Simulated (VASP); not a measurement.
Here is a VASP 6.6.1 calculation.

INCAR

```
SYSTEM = TiO2
  ALGO = Normal
  DIPOL = 0.5 0.5 0.500
  EDIFF = 1E-7
  ENCUT = 520
  GGA = CA
  ICORELEVEL = 1
  IDIPOL = 3
  ISIF = 2
  ISMEAR = 0
  LASPH = .True.
  LCHARG = .False.
  LDIPOL = .True.
  LREAL = .False.
  LUSENCCL = .False.
  LVACPOTAV = .True.
  LVHAR = .True.
  LWAVE = .False.
  NBANDS = 73
  NELM = 80
  PREC = Accurate
  SIGMA = 0.03
```

Contents of KPOINTS:

```
k-points
0
Gamma
  9 6 1
  0 0 0
```

POSCAR

```
TiO2
1.0
    2.9219800000      0.0000000000      0.0000000000
    0.0000000000      4.5522740000      0.0000000000
    0.0000000000      0.0000000000     25.8906053900
O Ti
10 5
Direct
    0.5000000000      0.1961720000      0.2896803600
    0.5000000000      0.8038280000      0.3586651300
    0.0000000000      0.3038280000      0.3775939900
    0.0000000000      0.6961720000      0.4465787600
    0.5000000000      0.1961720000      0.4655076200
    0.5000000000      0.8038280000      0.5344923800
    0.0000000000      0.3038280000      0.5534212400
    0.0000000000      0.6961720000      0.6224060100
    0.5000000000      0.1961720000      0.6413348700
    0.5000000000      0.8038280000      0.7103196400
    0.0000000000      0.0000000000      0.3241727500
    0.5000000000      0.5000000000      0.4120863700
    0.0000000000      0.0000000000      0.5000000000
    0.5000000000      0.5000000000      0.5879136300
    0.0000000000      0.0000000000      0.6758272500
```

Potentials or basis: VASP PAW LDA potentials, release 64 (O, Ti_sv).

Run with:

```console
$ cat potpaw_LDA.64/O/POTCAR potpaw_LDA.64/Ti_sv/POTCAR > POTCAR
$ mpirun -np 1 vasp_std > vasp.out
```

(1) What does it give for the band gap on the k mesh?

(2) Estimate the largest force.

## Answers

(1) 2.06 eV (least direct gap 2.09 eV).

(2) 3.930 eV/Å.
